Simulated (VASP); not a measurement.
Ba, 1 atom in the cell. Symmetry: Im-3m, No. 229, cubic system. Conventional cell: a = 4.785 Å, b = 4.785 Å, c = 4.785 Å, α = 90.00°, β = 90.00°, γ = 90.00°. Ba (site symmetry m-3m) has 14 Ba at 4.14 to 4.78 Å within 5.4 Å. 

```yaml
Program: VASP 6.6.1
Task: single point
Functional: LDA
Potentials_or_basis: VASP PAW LDA potentials, release 64 (Ba_sv)
Cutoff: 520 eV
k_mesh: 11 × 11 × 11
Occupations: fermi-dirac, width 0.1 eV
Spin: no spin polarisation
Dipole_correction: no
Further_INCAR_settings: ALGO = Normal; EDIFF = 1e-06; NBANDS = 11
```

Potentials or basis: VASP PAW LDA potentials, release 64 (Ba_sv).

Command:

```sh
$ cat potpaw_LDA.64/Ba_sv/POTCAR > POTCAR
$ mpirun -np 1 vasp_std > vasp.out
```

Hardware: 1 thread of Intel(R) Xeon(R) Platinum 8488C (Sapphire Rapids), on a shared host.

Q: How long does it take, and how much memory?

A: Wall time 10 s on 1 thread of Intel(R) Xeon(R) Platinum 8488C (Sapphire Rapids) (shared host), peak memory 0.17 GiB. Counts: scf iterations 10, k points 56.
